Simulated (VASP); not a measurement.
Set up this calculation in VASP 6.6.1, as the native input.

| Item | Value |
| --- | --- |
| Task | single point |
| Functional | PBE |
| Potentials or basis | VASP PAW PBE potentials, release 64 (W_sv, C) |
| Cutoff | 520 eV |
| k mesh | 12 × 12 × 6 |
| Occupations | gaussian, width 0.1 eV |
| Spin | no spin polarisation |
| Dipole correction | no |
| Further INCAR settings | ALGO = Normal; EDIFF = 1e-06; NBANDS = 33 |

The structure of W3C2 lies in POSCAR:

```
W3C2
1.0
    3.5816413750      0.0000000000      0.0000000000
   -1.7908206875      3.1017924179      0.0000000000
    0.0000000000      0.0000000000      7.7544029564
W C
3 2
Direct
    0.0000000000      0.0000000000      0.8566795419
    0.0000000000      0.0000000000      0.1433204581
    0.0000000000      0.0000000000      0.5000000000
    0.3333333333      0.6666666667      0.5000000000
    0.6666666667      0.3333333333      0.5000000000
```

The cell was generated, and may not be a known phase.

One way to write it, as run:

INCAR

```
  PREC = Accurate
  ENCUT = 520
  EDIFF = 1E-6
  ISMEAR = 0
  SIGMA = 0.1
  LREAL = False
  LASPH = True
  NELM = 100
  ALGO = Normal
  ISIF = 2
  LWAVE = False
  LCHARG = False
  GGA = PE
  NBANDS = 33
```

KPOINTS

```
Automatic mesh
0
Gamma
  12 12 6
```

Potentials or basis: VASP PAW PBE potentials, release 64 (W_sv, C).

The run is started by

```bash
$ cat potpaw_PBE.64/W_sv/POTCAR potpaw_PBE.64/C/POTCAR > POTCAR
$ mpirun -np 1 vasp_std > vasp.out
```

Results of the run:

- Pressure: 0.9 GPa
- Largest force: 0.388 eV/Å
- Band gap on the k mesh: zero (bands 25 and 26 overlap by 0.96 eV)

Caveat: spin-orbit coupling is left out, which moves the levels of the heavy elements.

Run time: 110 s on 1 thread of Intel(R) Xeon(R) 6975P-C (Granite Rapids), on a shared host, peak memory 0.31 GiB.
